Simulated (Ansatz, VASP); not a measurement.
# SrO: VASP beside Ansatz

```
Sr O
1.0
     0.00000    2.69829    2.44131
     2.69829    0.00000    2.44131
     2.69829    2.69829    0.00000
Sr O
1 1
Cartesian
  0.0000 0.0000 0.0000
  2.6983 2.6983 2.4413
```

Change from the starting cell: strain +0.050 along x and y, -0.050 along z, atoms carried along.

Alike in both runs: task single point; functional r2SCAN; k mesh 8 × 8 × 8; occupations gaussian, width 0.05 eV; no spin polarisation.

|  | VASP | Ansatz |
| --- | --- | --- |
| version | VASP 6.6.1 | Ansatz 0.2.0 |
| potentials or method | VASP PAW PBE potentials, release 64 (Sr_sv, O), cutoff 520 eV | scalar-relativistic, plane waves, PAW |
| valence electrons in the cell | 16 | 16 |

VASP gave:

```
gap on the k mesh at the Fermi level (eV)                     : 3.25
least direct gap on the mesh (eV)                             : 3.56
pressure (GPa)                                                : -0.4
traceless stress, the component that is largest in VASP (GPa) : 9.70
```

Q: What did Ansatz give for the same quantities?

A: gap on the k mesh at the Fermi level (eV): 3.30; least direct gap on the mesh (eV): 3.59; pressure (GPa): -1.0; traceless stress, the component that is largest in VASP (GPa): 9.19.

VASP's potentials were made for PBE, not for r2SCAN. With one functional, cell and mesh, what is left measures potentials, basis and numerics.
